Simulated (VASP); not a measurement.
A run of VASP 6.6.1:

File INCAR:

```
SYSTEM = TaS2
  ALGO = Normal
  EDIFF = 1E-6
  ENCUT = 500
  GGA = PE
  GGA_COMPAT = .False.
  ISIF = 2
  ISMEAR = 0
  ISYM = 0
  LASPH = .True.
  LCHARG = .False.
  LREAL = .False.
  LWAVE = .False.
  NBANDS = 18
  NELM = 120
  PREC = Accurate
  SIGMA = 0.1
```

Contents of KPOINTS:

```
Automatic mesh
0
Gamma
  4 1 5
  0.5 0.5 0
```

Contents of POSCAR:

```
TaS2
1.0
    3.3828573416      0.0000000000      0.0000000000
   -1.6914286708      2.9296403952      0.0000000000
    0.0000000000      0.0000000000      6.1679785700
Ta S
1 2
Direct
    0.0000000000      0.0000000000      0.0000000000
    0.6666666667      0.3333333333      0.7542821200
    0.3333333333      0.6666666667      0.2457178800
```

Potentials or basis: VASP PAW PBE potentials, release 64 (Ta_pv, S).

The run is started by

```sh
$ cat potpaw_PBE.64/Ta_pv/POTCAR potpaw_PBE.64/S/POTCAR > POTCAR
$ mpirun -np 1 vasp_std > vasp.out
```

Hardware: 1 thread of Intel(R) Xeon(R) 6975P-C (Granite Rapids), on a shared host.

Q: Estimate the wall time of this run.

A: Run time: 7.7 s on 1 thread of Intel(R) Xeon(R) 6975P-C (Granite Rapids), on a shared host, peak memory 0.18 GiB. Counts: scf iterations 14, k points 10.
